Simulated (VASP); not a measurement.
Sc, 1 atom in the cell. It takes space group Pm-3m (No. 221, cubic). The conventional cell has a = 3.048 Å, b = 3.048 Å, c = 3.048 Å, α = 90.00°, β = 90.00°, γ = 90.00°. Within 4.0 Å of Sc (site symmetry m-3m) lie 6 Sc at 3.05 Å.  This cell differs from its parent crystal: volume scaled by 1.04.

```yaml
Program: VASP 6.6.1
Task: single point
Functional: revPBE
Potentials_or_basis: VASP PAW PBE potentials, release 64 (Sc_sv)
Cutoff: 520 eV
k_mesh: 12 × 12 × 12
Occupations: fermi-dirac, width 0.1 eV
Spin: no spin polarisation
Dipole_correction: no
Further_INCAR_settings: ALGO = Normal; EDIFF = 1e-07; NBANDS = 12
```

Potentials or basis: VASP PAW PBE potentials, release 64 (Sc_sv).

The run is started by

```sh
$ cat potpaw_PBE.64/Sc_sv/POTCAR > POTCAR
$ mpirun -np 1 vasp_std > vasp.out
```

Hardware: 1 thread of Intel Xeon 6975P-C (shared host).

Question: How long does it take, and how much memory?

Answer: Wall time 18 s on 1 thread of Intel Xeon 6975P-C (shared host), peak memory 0.15 GiB. Counts: scf iterations 14, k points 84.
